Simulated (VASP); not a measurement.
# ZnSe (F-43m) in VASP: a series of runs

Runs on ZnSe. Level: PBEsol. Tasks: single point.

Everything below comes from runs of VASP 6.6.1. Logs are shortened: lines on timing, memory, paths and dates and some standing lists are left out, and cuts for length are marked.

### 1 The cell of the first run

The structure is cubic, space group F-43m (No. 216). The conventional cell has a = 5.579 Å, b = 5.579 Å, c = 5.579 Å, α = 90.00°, β = 90.00°, γ = 90.00°. Within 3.2 Å of Zn (site symmetry -43m) lie 4 Se at 2.42 Å. Within 3.2 Å of Se (site symmetry -43m) lie 4 Zn at 2.42 Å.

### 2 Single point, PBEsol

Input file INCAR:

```
SYSTEM = ZnSe
PREC = Accurate ; ENCUT = 520
EDIFF = 1E-6 ; ISMEAR = 0
SIGMA = 0.01 ; LREAL = .FALSE.
LASPH = .TRUE. ; NELM = 60
ALGO = Normal ; ISIF = 2
LWAVE = .FALSE. ; LCHARG = .FALSE.
GGA = PS ; NBANDS = 16
```

Input file KPOINTS:

```
Automatic mesh
0
G
  8 8 8
  0 0 0
```

Input file POSCAR:

```
ZnSe
1.0
    2.7896088731      2.7896088731      0.0000000000
   -2.7896088731      2.7896088731      0.0000000000
    0.0000000000      2.7896088731      2.7896088731
Zn Se
1 1
Direct
    0.0000000000      0.0000000000      0.0000000000
    0.7500000000      0.2500000000      0.5000000000
```

Potentials or basis: VASP PAW PBE potentials, release 64 (Zn, Se).

Run with:

```bash
cat potpaw_PBE.64/Zn/POTCAR potpaw_PBE.64/Se/POTCAR > POTCAR
mpirun -np 1 vasp_std > vasp.out
```

OUTCAR:

```text
SYSTEM = ZnSe
   PREC = Accurate
   ENCUT = 520
   EDIFF = 1E-6
   ISMEAR = 0
   LREAL = .FALSE.
   LASPH = .TRUE.
   NELM = 60
   ISIF = 2
   GGA = PS

 ion  position               nearest neighbor table
   1  0.000  0.000  0.000-   2 2.42   2 2.42   2 2.42   2 2.42
   2  0.750  0.250  0.500-   1 2.42   1 2.42   1 2.42   1 2.42

  LATTYP: Found a face centered cubic cell.
 ALAT       =     5.5792177462

  Lattice vectors:

 A1 = (   0.0000000000,   2.7896088731,   2.7896088731)
 A2 = (   2.7896088731,   0.0000000000,   2.7896088731)
 A3 = (   2.7896088731,   2.7896088731,   0.0000000000)

Analysis of symmetry for initial positions (statically):
=====================================================================
 Subroutine PRICEL returns:
 Original cell was already a primitive cell.

 Routine SETGRP: Setting up the symmetry group for a
 face centered cubic supercell.

 Subroutine GETGRP returns: Found 24 space group operations
 (whereof 24 operations were pure point group operations)
 out of a pool of 48 trial point group operations.

The static configuration has the point symmetry T_d .

Analysis of symmetry for dynamics (positions and initial velocities):
=====================================================================
 Subroutine PRICEL returns:
 Original cell was already a primitive cell.

 Routine SETGRP: Setting up the symmetry group for a
 face centered cubic supercell.

 Subroutine GETGRP returns: Found 24 space group operations
 (whereof 24 operations were pure point group operations)
 out of a pool of 48 trial point group operations.

The dynamic configuration has the point symmetry T_d .

 Subroutine INISYM returns: Found 24 space group operations
 (whereof 24 operations are pure point group operations),
 and found     1 'primitive' translations

----------------------------------------------------------------------------------------

                                     Primitive cell

  volume of cell :      43.4170

  direct lattice vectors                    reciprocal lattice vectors
     2.789608873  2.789608873  0.000000000     0.179236597  0.179236597 -0.179236597
    -2.789608873  2.789608873  0.000000000    -0.179236597  0.179236597 -0.179236597
     0.000000000  2.789608873  2.789608873     0.000000000  0.000000000  0.358473193

  length of vectors
     3.945102702  3.945102702  3.945102702     0.310446892  0.310446892  0.358473193

  position of ions in fractional coordinates (direct lattice)
     0.000000000  0.000000000  0.000000000
     0.750000000  0.250000000  0.500000000

  ion indices of the primitive-cell ions
   primitive index   ion index
                 1           1
                 2           2

----------------------------------------------------------------------------------------

 KPOINTS: Automatic mesh

Automatic generation of k-mesh.
 Grid dimensions read from file:
 generate k-points for:    8    8    8

 Generating k-lattice:

  Cartesian coordinates                     Fractional coordinates (reciprocal lattice)
     0.022404575  0.022404575 -0.022404575     0.125000000  0.000000000  0.000000000
    -0.022404575  0.022404575 -0.022404575     0.000000000  0.125000000  0.000000000
     0.000000000  0.000000000  0.044809149     0.000000000  0.000000000  0.125000000

  Length of vectors
     0.038805861  0.038805861  0.044809149

  Shift w.r.t. Gamma in fractional coordinates (k-lattice)
     0.000000000  0.000000000  0.000000000

 Subroutine IBZKPT returns following result:
 ===========================================

 Found     29 irreducible k-points:

 Following reciprocal coordinates:
            Coordinates               Weight
  0.000000  0.000000  0.000000      1.000000
  0.125000  0.000000  0.000000      8.000000
  0.250000  0.000000  0.000000      8.000000
  0.375000  0.000000  0.000000      8.000000
  0.500000  0.000000  0.000000      4.000000
  0.125000  0.125000  0.000000     12.000000
[... 16 lines left out ...]
  0.375000  0.250000  0.125000     48.000000
  0.500000  0.250000  0.125000     24.000000
 [... further k-points ...]
   k-points           NKPTS =     29   k-points in BZ     NKDIM =     29   number of bands    NBANDS=     16
   number of dos      NEDOS =    301   number of ions     NIONS =      2
   total plane-waves  NPLWV =  27000
   dimension x,y,z NGX =    30 NGY =   30 NGZ =   30
   dimension x,y,z NGXF=    60 NGYF=   60 NGZF=   60
   ions per type =               1   1
   NGX,Y,Z   is equivalent  to a cutoff of  12.64, 12.64, 12.64 a.u.
   NGXF,Y,Z  is equivalent  to a cutoff of  25.28, 25.28, 25.28 a.u.
 SYSTEM =  ZnSe
   PREC   = accura    normal or accurate (medium, high low for compatibility)
   ISTART =      0    job   : 0-new  1-cont  2-samecut
   ICHARG =      2    charge: 1-file 2-atom 10-const
   ISPIN  =      1    spin polarized calculation?
   LNONCOLLINEAR =      F non collinear calculations
   LSORBIT =      F    spin-orbit coupling
   LASPH  =      T    aspherical Exc in radial PAW
   ENCUT  =  520.0 eV  38.22 Ry    6.18 a.u.   7.34  7.34  7.34*2*pi/ulx,y,z
   NELM   =     60;   NELMIN=  2; NELMDL= -5     # of ELM steps
   EDIFF  = 0.1E-05   stopping-criterion for ELM
   LREAL  =      F    real-space projection
   EDIFFG = 0.1E-04   stopping-criterion for IOM
   NSW    =      0    number of steps for IOM
   IBRION =     -1    ionic relax: 0-MD 1-quasi-New 2-CG
   NFREE  =      0    steps in history (QN), initial steepest desc. (CG)
   ISIF   =      2    stress and relaxation
   ISYM   =      2    0-nonsym 1-usesym 2-fastsym
   POTIM  = 0.5000    time-step for ionic-motion
   TEBEG  =    0.0;   TEEND  =   0.0 temperature during run
   PSTRESS=    0.0 pullay stress
   NELECT =      18.0000    total number of electrons
   NUPDOWN=      -1.0000    fix difference up-down
   EMIN   =  10.00;   EMAX   =-10.00  energy-range for DOS
   EFERMI =   0.00;   METHOD = LEGACY
   ISMEAR =     0;   SIGMA  =   0.01  broadening in eV -4-tet -1-fermi 0-gaus
   EFERMI_NEDOS =   21; number of points for ismear=-14 and -15
   IALGO  =     38    algorithm
   IMIX   =      4    mixing-type and parameters
     AMIX     =   0.40;   BMIX     =  1.00
     AMIX_MAG =   1.60;   BMIX_MAG =  1.00
  volume/ion in A,a.u.               =      21.71       146.50
  Fermi-wavevector in a.u.,A,eV,Ry     =   1.220710  2.306807 20.274475  1.490132
  Thomas-Fermi vector in A             =   2.355917
   LORBIT       =      0    0 simple, 1 ext, 2 COOP (PROOUT), +10 PAW based schemes
   GGA     = PS    functional components
   LHFCALC =     F    Hartree Fock is set to
   AEXX    =    0.0000 exact exchange contribution
   IVDW    =     0    specifies the selected vdW correction
   LEPSILON=     F    determine dielectric tensor
   LRPA    =     F    only Hartree local field effects (RPA)
 non-spin polarized calculation
 Gauss-broadening in eV      SIGMA  =   0.01
  energy-cutoff  :      520.00
  volume of cell :       43.42
 maximum number of plane-waves:      1211
 NGX is ok and might be reduce to    30
   NGX = 15   NGY = 15   NGZ = 15

 number of electron      17.9999984 magnetization

 Free energy of the ion-electron system (eV)
  ---------------------------------------------------
  ext. energy  EPLUGINS =         0.00000000
  ---------------------------------------------------
  free energy    TOTEN  =        -6.76295810 eV

  energy without entropy =       -6.76295810  energy(sigma->0) =       -6.76295810

 E-fermi :   1.9588     XC(G=0):  -9.7424

 val. band max:        1.9037395962   @ k =   0.0000   0.0000   0.0000
 cond. band min:       3.2645951389   @ k =   0.0000   0.0000   0.0000
 fundamental gap:      1.3608555428
 Fermi energy:         1.9588202106

 k-point     1 :       0.0000    0.0000    0.0000
  band No.  band energies     occupation
      1     -11.6985      2.00000
      2      -4.8385      2.00000
      3      -4.8385      2.00000
      4      -4.8385      2.00000
      5      -4.4225      2.00000
      6      -4.4225      2.00000
[... 8 lines left out ...]
     15      13.4305      0.00000
     16      13.4305      0.00000

 k-point     2 :       0.1250    0.0000    0.0000
  band No.  band energies     occupation
      1     -11.5874      2.00000
      2      -4.8359      2.00000
      3      -4.8208      2.00000
      4      -4.8208      2.00000
      5      -4.4243      2.00000
      6      -4.4243      2.00000
[... 8 lines left out ...]
     15      12.5675      0.00000
     16      12.7062      0.00000

 k-point     3 :       0.2500    0.0000    0.0000
  band No.  band energies     occupation
      1     -11.2973      2.00000
      2      -4.7897      2.00000
      3      -4.7820      2.00000
      4      -4.7820      2.00000
      5      -4.4228      2.00000
      6      -4.4228      2.00000
[... 8 lines left out ...]
     15      12.3235      0.00000
     16      12.5122      0.00000

 k-point     4 :       0.3750    0.0000    0.0000
  band No.  band energies     occupation
      1     -10.9679      2.00000
      2      -4.7512      2.00000
      3      -4.7512      2.00000
      4      -4.5905      2.00000
      5      -4.4106      2.00000
      6      -4.4106      2.00000
[... 8 lines left out ...]
     15      13.5100      0.00000
     16      13.5100      0.00000

 k-point     5 :       0.5000    0.0000    0.0000
  band No.  band energies     occupation
      1     -10.8165      2.00000
      2      -4.7414      2.00000
      3      -4.7414      2.00000
      4      -4.4016      2.00000
      5      -4.4016      2.00000
      6      -4.2476      2.00000
[... 8 lines left out ...]
     15      15.1477      0.00000
     16      15.1477      0.00000

 k-point     6 :       0.1250    0.1250    0.0000
  band No.  band energies     occupation
      1     -11.4159      2.00000
      2      -4.8277      2.00000
      3      -4.7991      2.00000
      4      -4.7839      2.00000
      5      -4.4358      2.00000
      6      -4.4143      2.00000
[... 8 lines left out ...]
     15      12.5537      0.00000
     16      13.8957      0.00000

 k-point     7 :       0.2500    0.1250    0.0000
  band No.  band energies     occupation
      1     -11.1077      2.00000
      2      -4.7599      2.00000
      3      -4.7575      2.00000
      4      -4.7278      2.00000
      5      -4.4366      2.00000
      6      -4.4002      2.00000
[... 8 lines left out ...]
     15      13.2590      0.00000
     16      14.3856      0.00000

 k-point     8 :       0.3750    0.1250    0.0000
  band No.  band energies     occupation
      1     -10.8285      2.00000
      2      -4.7389      2.00000
      3      -4.7254      2.00000
      4      -4.4888      2.00000
      5      -4.4183      2.00000
      6      -4.3596      2.00000
[... 8 lines left out ...]
     15      13.1787      0.00000
     16      15.0492      0.00000

 k-point     9 :       0.5000    0.1250    0.0000
  band No.  band energies     occupation
      1     -10.7777      2.00000
      2      -4.7427      2.00000
      3      -4.7152      2.00000
      4      -4.4608      2.00000
      5      -4.3994      2.00000
      6      -4.2764      2.00000
[... 8 lines left out ...]
     15      14.4467      0.00000
     16      15.1636      0.00000
[... 172 lines left out ...]
 k-point    19 :       0.5000    0.3750    0.0000
  band No.  band energies     occupation
      1     -10.5657      2.00000
      2      -4.8161      2.00000
      3      -4.5808      2.00000
      4      -4.5637      2.00000
      5      -4.3773      2.00000
      6      -4.2488      2.00000
[... 8 lines left out ...]
     15      15.6785      0.00000
     16      16.4560      0.00000

 k-point    20 :      -0.3750    0.3750    0.0000
  band No.  band energies     occupation
      1     -10.7199      2.00000
      2      -4.8601      2.00000
      3      -4.6060      2.00000
      4      -4.6060      2.00000
      5      -4.3850      2.00000
      6      -4.3755      2.00000
[... 8 lines left out ...]
     15      15.3061      0.00000
     16      17.7195      0.00000

 k-point    21 :       0.5000    0.5000    0.0000
  band No.  band energies     occupation
      1     -10.5157      2.00000
      2      -4.8467      2.00000
      3      -4.5534      2.00000
      4      -4.5534      2.00000
      5      -4.3674      2.00000
      6      -4.2283      2.00000
[... 8 lines left out ...]
     15      15.9779      0.00000
     16      16.4867      0.00000

 k-point    22 :       0.2500    0.2500    0.1250
  band No.  band energies     occupation
      1     -11.0693      2.00000
      2      -4.8113      2.00000
      3      -4.7265      2.00000
      4      -4.7016      2.00000
      5      -4.4408      2.00000
      6      -4.3945      2.00000
[... 8 lines left out ...]
     15      14.2579      0.00000
     16      15.4768      0.00000

 k-point    23 :       0.3750    0.2500    0.1250
  band No.  band energies     occupation
      1     -10.7931      2.00000
      2      -4.7413      2.00000
      3      -4.7003      2.00000
      4      -4.5700      2.00000
      5      -4.4102      2.00000
      6      -4.3582      2.00000
[... 8 lines left out ...]
     15      14.6090      0.00000
     16      15.6683      0.00000

 k-point    24 :       0.5000    0.2500    0.1250
  band No.  band energies     occupation
      1     -10.6693      2.00000
      2      -4.7297      2.00000
      3      -4.6830      2.00000
      4      -4.4651      2.00000
      5      -4.4158      2.00000
      6      -4.1907      2.00000
[... 8 lines left out ...]
     15      14.6925      0.00000
     16      15.5834      0.00000

 [... further k-points ...]
[... 5 lines left out ...]
  --------------------------------------------------------------------------------------
  -------------------------------------------------------------------------------------
  Total        0.6275272      0.6275272      0.6275272      0.0000000     -0.0000000     -0.0000000
  in kB       23.1570462     23.1570462     23.1570462      0.0000000     -0.0000000     -0.0000000
  external PRESSURE =      23.1570462 kB  Pullay stress =       0.0000000 kB

 VOLUME and BASIS-vectors are now :
 -----------------------------------------------------------------------------
  energy-cutoff  :      520.00
  volume of cell :       43.42
      direct lattice vectors                 reciprocal lattice vectors
     2.789608873  2.789608873  0.000000000     0.179236597  0.179236597 -0.179236597
    -2.789608873  2.789608873  0.000000000    -0.179236597  0.179236597 -0.179236597
     0.000000000  2.789608873  2.789608873     0.000000000  0.000000000  0.358473193

 POSITION                                       TOTAL-FORCE (eV/Angst)
 -----------------------------------------------------------------------------------
      0.00000      0.00000      0.00000         0.000000      0.000000      0.000000
      1.39480      4.18441      1.39480        -0.000000     -0.000000      0.000000
 -----------------------------------------------------------------------------------
    total drift:                               -0.000001      0.000000     -0.000000

  FREE ENERGIE OF THE ION-ELECTRON SYSTEM (eV)
  ---------------------------------------------------
  free  energy   TOTEN  =        -6.7629581017 eV

  energy  without entropy=       -6.7629581017  energy(sigma->0) =       -6.76295810
```

Run time: 27 s. Hardware: 1 thread of AMD EPYC 7R13, shared host; peak memory 0.15 GiB.

Results:

- Free energy: -6.7630 eV
- Pressure: 2.3 GPa
- Band gap on the k mesh: 1.36 eV, direct

Levels at points of the mesh, in eV from the valence-band top:
| k point | band 7 | band 8 | band 9 | band 10 | band 11 | band 12 |
| --- | --- | --- | --- | --- | --- | --- |
| (0.00, 0.00, 0.00) | 0.00 | 0.00 | 0.00 | 1.36 | 5.71 | 5.71 |
| (0.50, 0.00, 0.00) | -5.60 | -0.95 | -0.95 | 2.52 | 6.29 | 6.29 |
| (0.50, 0.50, 0.00) | -5.00 | -2.38 | -2.38 | 2.73 | 3.36 | 10.96 |

Caveat: the PAW data sets were made with another functional, which shifts forces and pressure a little. A hybrid or GW would open this gap; PBEsol tends to underestimate it.

[end of part 1 of 2]
